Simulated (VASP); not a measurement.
# HfTi3N4 (P4/mmm) in VASP: further runs

Runs on HfTi3N4. Level: PBE. Tasks: single point.

Program: VASP 6.6.1. These are calculated values, not measurements. Logs are shortened: lines on timing, memory, paths and dates and some standing lists are left out, and cuts for length are marked.

## (1) The cell of the first run

Symmetry: P4/mmm, No. 123, tetragonal system. Conventional cell: a = 3.074 Å, b = 3.074 Å, c = 8.676 Å, α = 90.00°, β = 90.00°, γ = 90.00°. Within 2.9 Å of Hf (site symmetry 4/mmm) lie 6 N at 2.17 to 2.22 Å. Ti (site symmetry 4mm) has 6 N at 2.05 to 2.29 Å within 2.7 Å. Ti (site symmetry 4/mmm) has 6 N at 2.12 to 2.17 Å within 2.8 Å. Within 2.8 Å of N (site symmetry 4mm) lie 5 Ti at 2.12 to 2.17 Å and 1 Hf at 2.22 Å. Within 2.7 Å of N (site symmetry 4/mmm) lie 6 Ti at 2.05 to 2.17 Å. Within 2.9 Å of N (site symmetry 4/mmm) lie 4 Hf at 2.17 Å and 2 Ti at 2.29 Å.

## (2) Single point, PBE

INCAR

```
SYSTEM = HfTi3N4
PREC     = Accurate       ! precision mode
ENCUT    = 520            ! plane-wave cutoff, eV
EDIFF    = 1E-7           ! SCF threshold, eV
ISMEAR   = 0              ! smearing method
SIGMA    = 0.1            ! smearing width, eV
LREAL    = .False.        ! projectors in reciprocal space
LASPH    = .True.         ! aspherical terms in the spheres
NELM     = 100            ! most SCF steps
ALGO     = Normal         ! electronic algorithm
ISIF     = 2              ! what is computed and relaxed
LWAVE    = .False.        ! write WAVECAR
LCHARG   = .True.         ! write CHGCAR
GGA      = PE             ! functional
LELF     = .True.         ! ELF
LVHAR    = .True.       
NBANDS   = 43             ! bands
```

KPOINTS

```
Automatic mesh
0
Gamma
  6 6 2
  0 0 0
```

POSCAR

```
HfTi3N4
1.0
    3.0737782000      0.0000000000      0.0000000000
    0.0000000000      3.0737782000      0.0000000000
    0.0000000000      0.0000000000      8.6756986000
Hf Ti N
1 3 4
Direct
    0.0000000000      0.0000000000      0.0000000000
    0.5000000000      0.5000000000      0.2637360000
    0.0000000000      0.0000000000      0.5000000000
    0.5000000000      0.5000000000      0.7362640000
    0.0000000000      0.0000000000      0.2557940000
    0.5000000000      0.5000000000      0.5000000000
    0.0000000000      0.0000000000      0.7442060000
    0.5000000000      0.5000000000      0.0000000000
```

Potentials or basis: VASP PAW PBE potentials, release 64 (Hf_pv, Ti_sv, N).

The run is started by

```bash
cat potpaw_PBE.64/Hf_pv/POTCAR potpaw_PBE.64/Ti_sv/POTCAR potpaw_PBE.64/N/POTCAR > POTCAR
mpirun -np 1 vasp_std > vasp.out
```

OUTCAR:

```text
SYSTEM = HfTi3N4
   PREC = Accurate
   ENCUT = 520
   EDIFF = 1E-7
   ISMEAR = 0
   LREAL = .False.
   LASPH = .True.
   NELM = 100
   ISIF = 2
   GGA = PE

 ion  position               nearest neighbor table
   1  0.000  0.000  0.000-   8 2.17   8 2.17   8 2.17   8 2.17   5 2.22   7 2.22   4 3.16   4 3.16
                             2 3.16   4 3.16   2 3.16   2 3.16   4 3.16   2 3.16
   2  0.500  0.500  0.264-   6 2.05   5 2.17   5 2.17   5 2.17   5 2.17   8 2.29   1 3.16   1 3.16
                             1 3.16   1 3.16
   3  0.000  0.000  0.500-   5 2.12   7 2.12   6 2.17   6 2.17   6 2.17   6 2.17
   4  0.500  0.500  0.736-   6 2.05   7 2.17   7 2.17   7 2.17   7 2.17   8 2.29   1 3.16   1 3.16
                             1 3.16   1 3.16
   5  0.000  0.000  0.256-   3 2.12   2 2.17   2 2.17   2 2.17   2 2.17   1 2.22
   6  0.500  0.500  0.500-   2 2.05   4 2.05   3 2.17   3 2.17   3 2.17   3 2.17
   7  0.000  0.000  0.744-   3 2.12   4 2.17   4 2.17   4 2.17   4 2.17   1 2.22
   8  0.500  0.500  0.000-   1 2.17   1 2.17   1 2.17   1 2.17   4 2.29   2 2.29

  LATTYP: Found a simple tetragonal cell.
 ALAT       =     3.0737782000
 C/A-ratio  =     2.8224868665

  Lattice vectors:

 A1 = (   3.0737782000,   0.0000000000,   0.0000000000)
 A2 = (   0.0000000000,   3.0737782000,   0.0000000000)
 A3 = (   0.0000000000,   0.0000000000,   8.6756986000)

Analysis of symmetry for initial positions (statically):
=====================================================================
 Subroutine PRICEL returns:
 Original cell was already a primitive cell.

 Routine SETGRP: Setting up the symmetry group for a
 simple tetragonal supercell.

 Subroutine GETGRP returns: Found 16 space group operations
 (whereof 16 operations were pure point group operations)
 out of a pool of 16 trial point group operations.

The static configuration has the point symmetry D_4h.

Analysis of symmetry for dynamics (positions and initial velocities):
=====================================================================
 Subroutine PRICEL returns:
 Original cell was already a primitive cell.

 Routine SETGRP: Setting up the symmetry group for a
 simple tetragonal supercell.

 Subroutine GETGRP returns: Found 16 space group operations
 (whereof 16 operations were pure point group operations)
 out of a pool of 16 trial point group operations.

The dynamic configuration has the point symmetry D_4h.

 Subroutine INISYM returns: Found 16 space group operations
 (whereof 16 operations are pure point group operations),
 and found     1 'primitive' translations

----------------------------------------------------------------------------------------

                                     Primitive cell

  volume of cell :      81.9690

  direct lattice vectors                    reciprocal lattice vectors
     3.073778200  0.000000000  0.000000000     0.325332517  0.000000000  0.000000000
     0.000000000  3.073778200  0.000000000     0.000000000  0.325332517  0.000000000
     0.000000000  0.000000000  8.675698600     0.000000000  0.000000000  0.115264493

  length of vectors
     3.073778200  3.073778200  8.675698600     0.325332517  0.325332517  0.115264493

  position of ions in fractional coordinates (direct lattice)
     0.000000000  0.000000000  0.000000000
     0.500000000  0.500000000  0.263736000
     0.000000000  0.000000000  0.500000000
     0.500000000  0.500000000  0.736264000
     0.000000000  0.000000000  0.255794000
     0.500000000  0.500000000  0.500000000
     0.000000000  0.000000000  0.744206000
     0.500000000  0.500000000  0.000000000

  ion indices of the primitive-cell ions
   primitive index   ion index
                 1           1
                 2           2
                 3           3
                 4           4
                 5           5
                 6           6
                 7           7
                 8           8

----------------------------------------------------------------------------------------

 KPOINTS: Automatic mesh

Automatic generation of k-mesh.
 Grid dimensions read from file:
 generate k-points for:    6    6    2

 Generating k-lattice:

  Cartesian coordinates                     Fractional coordinates (reciprocal lattice)
     0.054222086  0.000000000  0.000000000     0.166666667  0.000000000  0.000000000
     0.000000000  0.054222086  0.000000000     0.000000000  0.166666667  0.000000000
     0.000000000  0.000000000  0.057632246     0.000000000  0.000000000  0.500000000

  Length of vectors
     0.054222086  0.054222086  0.057632246

  Shift w.r.t. Gamma in fractional coordinates (k-lattice)
     0.000000000  0.000000000  0.000000000

 Subroutine IBZKPT returns following result:
 ===========================================

 Found     20 irreducible k-points:

 Following reciprocal coordinates:
            Coordinates               Weight
  0.000000  0.000000  0.000000      1.000000
  0.166667  0.000000  0.000000      4.000000
  0.333333  0.000000  0.000000      4.000000
  0.500000  0.000000  0.000000      2.000000
  0.166667  0.166667  0.000000      4.000000
  0.333333  0.166667  0.000000      8.000000
[... 12 lines left out ...]
  0.500000  0.333333  0.500000      4.000000
  0.500000  0.500000  0.500000      1.000000
   k-points           NKPTS =     20   k-points in BZ     NKDIM =     20   number of bands    NBANDS=     43
   number of dos      NEDOS =    301   number of ions     NIONS =      8
   total plane-waves  NPLWV =  40320
   dimension x,y,z NGX =    24 NGY =   24 NGZ =   70
   dimension x,y,z NGXF=    48 NGYF=   48 NGZF=  140
   ions per type =               1   3   4
   NGX,Y,Z   is equivalent  to a cutoff of  12.98, 12.98, 13.41 a.u.
   NGXF,Y,Z  is equivalent  to a cutoff of  25.96, 25.96, 26.83 a.u.
 SYSTEM =  HfTi3N4
   PREC   = accura    normal or accurate (medium, high low for compatibility)
   ISTART =      0    job   : 0-new  1-cont  2-samecut
   ICHARG =      2    charge: 1-file 2-atom 10-const
   ISPIN  =      1    spin polarized calculation?
   LNONCOLLINEAR =      F non collinear calculations
   LSORBIT =      F    spin-orbit coupling
   LASPH  =      T    aspherical Exc in radial PAW
   ENCUT  =  520.0 eV  38.22 Ry    6.18 a.u.   5.72  5.72 16.13*2*pi/ulx,y,z
   NELM   =    100;   NELMIN=  2; NELMDL= -5     # of ELM steps
   EDIFF  = 0.1E-06   stopping-criterion for ELM
   LREAL  =      F    real-space projection
   EDIFFG = 0.1E-05   stopping-criterion for IOM
   NSW    =      0    number of steps for IOM
   IBRION =     -1    ionic relax: 0-MD 1-quasi-New 2-CG
   NFREE  =      0    steps in history (QN), initial steepest desc. (CG)
   ISIF   =      2    stress and relaxation
   ISYM   =      2    0-nonsym 1-usesym 2-fastsym
   POTIM  = 0.5000    time-step for ionic-motion
   TEBEG  =    0.0;   TEEND  =   0.0 temperature during run
   PSTRESS=    0.0 pullay stress
   NELECT =      66.0000    total number of electrons
   NUPDOWN=      -1.0000    fix difference up-down
   EMIN   =  10.00;   EMAX   =-10.00  energy-range for DOS
   EFERMI =   0.00;   METHOD = LEGACY
   ISMEAR =     0;   SIGMA  =   0.10  broadening in eV -4-tet -1-fermi 0-gaus
   EFERMI_NEDOS =   21; number of points for ismear=-14 and -15
   IALGO  =     38    algorithm
   IMIX   =      4    mixing-type and parameters
     AMIX     =   0.40;   BMIX     =  1.00
     AMIX_MAG =   1.60;   BMIX_MAG =  1.00
  volume/ion in A,a.u.               =      10.25        69.14
  Fermi-wavevector in a.u.,A,eV,Ry     =   1.523022  2.878095 31.560039  2.319597
  Thomas-Fermi vector in A             =   2.631522
   LORBIT       =      0    0 simple, 1 ext, 2 COOP (PROOUT), +10 PAW based schemes
   GGA     = PE    functional components
   LHFCALC =     F    Hartree Fock is set to
   AEXX    =    0.0000 exact exchange contribution
   IVDW    =     0    specifies the selected vdW correction
   LEPSILON=     F    determine dielectric tensor
   LRPA    =     F    only Hartree local field effects (RPA)
 non-spin polarized calculation
 Gauss-broadening in eV      SIGMA  =   0.10
  energy-cutoff  :      520.00
  volume of cell :       81.97
 maximum number of plane-waves:      2232
 NGX is ok and might be reduce to    24
   NGX = 11   NGY = 11   NGZ = 33

 number of electron      66.0000020 magnetization

 Free energy of the ion-electron system (eV)
  ---------------------------------------------------
  ext. energy  EPLUGINS =         0.00000000
  ---------------------------------------------------
  free energy    TOTEN  =       -80.52659072 eV

  energy without entropy =      -80.50665762  energy(sigma->0) =      -80.51662417

 E-fermi :  10.2268     XC(G=0): -12.8108

 val. band max:       10.2079370350   @ k =   0.1667   0.0000   0.5000
 cond. band min:      10.2587559719   @ k =   0.1667   0.1667   0.0000
 fundamental gap:      0.0508189369
 Fermi energy:        10.2268063449

 k-point     1 :       0.0000    0.0000    0.0000
  band No.  band energies     occupation
      1     -47.6514      2.00000
      2     -47.6284      2.00000
      3     -47.5342      2.00000
      4     -24.0611      2.00000
      5     -23.9470      2.00000
      6     -23.8600      2.00000
[... 35 lines left out ...]
     42      11.9257      0.00000
     43      11.9257      0.00000

 k-point     2 :       0.1667    0.0000    0.0000
  band No.  band energies     occupation
      1     -47.6407      2.00000
      2     -47.6224      2.00000
      3     -47.5330      2.00000
      4     -24.0471      2.00000
      5     -24.0098      2.00000
      6     -23.8896      2.00000
[... 35 lines left out ...]
     42      12.3710      0.00000
     43      12.4211      0.00000

 k-point     3 :       0.3333    0.0000    0.0000
  band No.  band energies     occupation
      1     -47.6177      2.00000
      2     -47.6104      2.00000
      3     -47.5323      2.00000
      4     -24.1276      2.00000
      5     -24.1073      2.00000
      6     -23.9988      2.00000
[... 735 lines left out ...]
      6     -24.0562      2.00000
[... 35 lines left out ...]
     42      12.9629      0.00000
     43      13.3492      0.00000

 k-point    20 :       0.5000    0.5000    0.5000
  band No.  band energies     occupation
      1     -47.5819      2.00000
      2     -47.5817      2.00000
      3     -47.5101      2.00000
      4     -24.1112      2.00000
      5     -24.1112      2.00000
      6     -24.0091      2.00000
[... 35 lines left out ...]
     42      12.4616      0.00000
     43      12.8850      0.00000

------------------------ aborting loop because EDIFF is reached ----------------------------------------

  FORCE on cell =-STRESS in cart. coord.  units (eV):
  Direction    XX          YY          ZZ          XY          YZ          ZX
  --------------------------------------------------------------------------------------
  -------------------------------------------------------------------------------------
  Total       -0.3418712     -0.3418712      0.0735013      0.0000000      0.0000000      0.0000000
  in kB       -6.6822631     -6.6822631      1.4366672      0.0000000      0.0000000      0.0000000
  external PRESSURE =      -3.9759530 kB  Pullay stress =       0.0000000 kB

 VOLUME and BASIS-vectors are now :
 -----------------------------------------------------------------------------
  energy-cutoff  :      520.00
  volume of cell :       81.97
      direct lattice vectors                 reciprocal lattice vectors
     3.073778200  0.000000000  0.000000000     0.325332517  0.000000000  0.000000000
     0.000000000  3.073778200  0.000000000     0.000000000  0.325332517  0.000000000
     0.000000000  0.000000000  8.675698600     0.000000000  0.000000000  0.115264493

 POSITION                                       TOTAL-FORCE (eV/Angst)
 -----------------------------------------------------------------------------------
      0.00000      0.00000      0.00000         0.000000      0.000000      0.000000
      1.53689      1.53689      2.28809         0.000000     -0.000000      0.018789
      0.00000      0.00000      4.33785         0.000000      0.000000      0.000000
      1.53689      1.53689      6.38760        -0.000000      0.000000     -0.018789
      0.00000      0.00000      2.21919         0.000000      0.000000     -0.070904
      1.53689      1.53689      4.33785         0.000000      0.000000      0.000000
      0.00000      0.00000      6.45651         0.000000      0.000000      0.070904
      1.53689      1.53689      0.00000         0.000000      0.000000      0.000000
 -----------------------------------------------------------------------------------
    total drift:                                0.000000     -0.000000     -0.000000

  FREE ENERGIE OF THE ION-ELECTRON SYSTEM (eV)
  ---------------------------------------------------
  free  energy   TOTEN  =       -80.5265907189 eV

  energy  without entropy=      -80.5066576196  energy(sigma->0) =      -80.51662417
```

Wall time 53 s (1 thread of AMD EPYC 9R45 (Zen 5), shared host); peak memory 0.19 GiB.

Results:

| Quantity | Value |
| --- | --- |
| Free energy | -80.5266 eV |
| Pressure | -0.4 GPa |
| Largest force | 0.071 eV/Å |
| Band gap on the k mesh | zero (band 33 reaches 11.43 eV, above the bottom of band 34 at 8.37 eV) |

Forces on the atoms (eV/Å):
```
Hf   0.000  0.000  0.000
Ti   0.000  0.000  0.019
Ti   0.000  0.000  0.000
Ti   0.000  0.000 -0.019
N    0.000  0.000 -0.071
N    0.000  0.000  0.000
N    0.000  0.000  0.071
N    0.000  0.000  0.000
```

Levels at points of the mesh, in eV from the Fermi level:
| k point | band 31 | band 32 | band 33 | band 34 | band 35 | band 36 |
| --- | --- | --- | --- | --- | --- | --- |
| (0.00, 0.00, 0.00) | -2.23 | -2.23 | -2.07 | -1.86 | -0.53 | -0.53 |
| (0.50, 0.00, 0.00) | -4.65 | 0.77 | 1.21 | 1.39 | 1.44 | 1.52 |
| (0.50, 0.50, 0.00) | -3.02 | -3.01 | -3.01 | 0.86 | 0.86 | 1.41 |
| (0.00, 0.00, 0.50) | -2.74 | -2.74 | -2.72 | -1.10 | -0.81 | 0.13 |
| (0.50, 0.00, 0.50) | -4.89 | 1.04 | 1.07 | 1.26 | 1.27 | 1.29 |
| (0.50, 0.50, 0.50) | -4.11 | -1.44 | -1.44 | -0.68 | -0.68 | 2.06 |

Caveat: the k points lie up to 0.36 Å⁻¹ apart; spin-orbit coupling is left out, which moves the levels of the heavy elements.

## (3) Single point, PBE

INCAR

```
PREC = Accurate
ENCUT = 520
EDIFF = 1E-6
ISMEAR = 0
SIGMA = 0.2
LREAL = False
LASPH = True
NELM = 80
ALGO = Normal
ISIF = 2
LWAVE = False
LCHARG = False
GGA = PE
NBANDS = 43
```

KPOINTS

```
Automatic mesh
0
Gamma
  8 8 4
```

POSCAR is that of step 2.

Potentials or basis: VASP PAW PBE potentials, release 64 (Hf_pv, Ti_sv, N).

The run is started by

```bash
cat potpaw_PBE.64/Hf_pv/POTCAR potpaw_PBE.64/Ti_sv/POTCAR potpaw_PBE.64/N/POTCAR > POTCAR
mpirun -np 1 vasp_std > vasp.out
```

Wall time 93 s (1 thread of AMD EPYC 9R45 (Zen 5), shared host); peak memory 0.25 GiB.

The run converged. Its results:

| Item | Value |
| --- | --- |
| Free energy | -80.5361 eV |
| Pressure | -0.2 GPa |
| Largest force | 0.076 eV/Å |
| Band gap on the k mesh | zero (band 33 reaches 11.47 eV, above the bottom of band 34 at 8.39 eV) |

Forces in eV/Å, atoms in the order of the input:
```
Hf   0.000  0.000  0.000
Ti   0.000  0.000  0.029
Ti   0.000  0.000  0.000
Ti   0.000  0.000 -0.029
N    0.000  0.000 -0.076
N    0.000  0.000  0.000
N    0.000  0.000  0.076
N    0.000  0.000  0.000
```

Stress tensor (GPa, compression positive):
```
 0.20  0.00  0.00
 0.00  0.20  0.00
 0.00  0.00 -1.14
```

Levels at points of the mesh, in eV from the Fermi level:
```
           k point  band 30  band 31  band 32  band 33  band 34  band 35  band 36  band 37
(0.00, 0.00, 0.00)    -2.32    -2.30    -2.30    -2.11    -1.89    -0.56    -0.56    -0.48
(0.50, 0.00, 0.00)    -5.00    -4.71     0.74     1.19     1.35     1.42     1.51     1.52
(0.50, 0.50, 0.00)    -3.25    -3.09    -3.05    -3.05     0.82     0.82     1.37     1.37
(0.00, 0.00, 0.50)    -2.93    -2.81    -2.81    -2.74    -1.14    -0.83     0.10     0.10
(0.50, 0.00, 0.50)    -5.15    -4.94     1.02     1.05     1.23     1.24     1.27     1.29
(0.50, 0.50, 0.50)    -4.17    -4.17    -1.48    -1.48    -0.73    -0.73     2.05     2.12
```

Caveat: spin-orbit coupling is left out, which moves the levels of the heavy elements.

[end of part 1 of 2]
